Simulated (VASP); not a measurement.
PbS: single point with PBE-based screened hybrid with 40 % exact exchange

The system is PbS.

```xyz
2
Lattice="0.0000 2.9657 2.9657 2.9657 0.0000 2.9657 2.9657 2.9657 0.0000" Properties=species:S:1:pos:R:3 pbc="T T T"
Pb    0.0000    0.0000    0.0000
S     2.9657    2.9657    2.9657
```

```yaml
Program: VASP 6.6.1
Task: single point
Functional: PBE-based screened hybrid with 40 % exact exchange
Potentials_or_basis: VASP PAW PBE potentials, release 64 (Pb_d, S)
Cutoff: 520 eV
k_mesh: 4 × 4 × 4
Occupations: fermi-dirac, width 0.05 eV
Spin: no spin polarisation
Dipole_correction: no
Grid_for_exact_exchange_PRECFOCK: Normal
Share_of_exact_exchange: 0.4
Further_INCAR_settings: ALGO = Normal; EDIFF = 1e-07; NBANDS = 17
Screening_parameter: 0.2 1/Å
```

| Quantity | Value |
| --- | --- |
| Pressure | 0.5 GPa |
| Band gap on the k mesh | 1.12 eV |

Levels at points of the mesh, in eV from the valence-band top:
```
           k point  band 7  band 8  band 9  band 10  band 11  band 12  band 13  band 14
(0.00, 0.00, 0.00)   -6.62   -2.79   -2.79    -2.79     6.59     6.59     6.59     7.88
(0.50, 0.00, 0.00)  -10.16   -2.38   -2.38     0.00     1.12     2.84     2.84     9.98
(0.50, 0.50, 0.00)   -8.00   -6.26   -4.24    -4.24     4.70     7.05     7.16     7.16
```

Run time: 23 min on 1 thread of Intel Xeon 8259CL, on a shared host, peak memory 0.26 GiB.

Caveat: the k points lie up to 0.46 Å⁻¹ apart; the PAW data sets were made with another functional, which shifts forces and pressure a little; spin-orbit coupling is left out, which moves the levels of the heavy elements. A k mesh can miss the band edges.
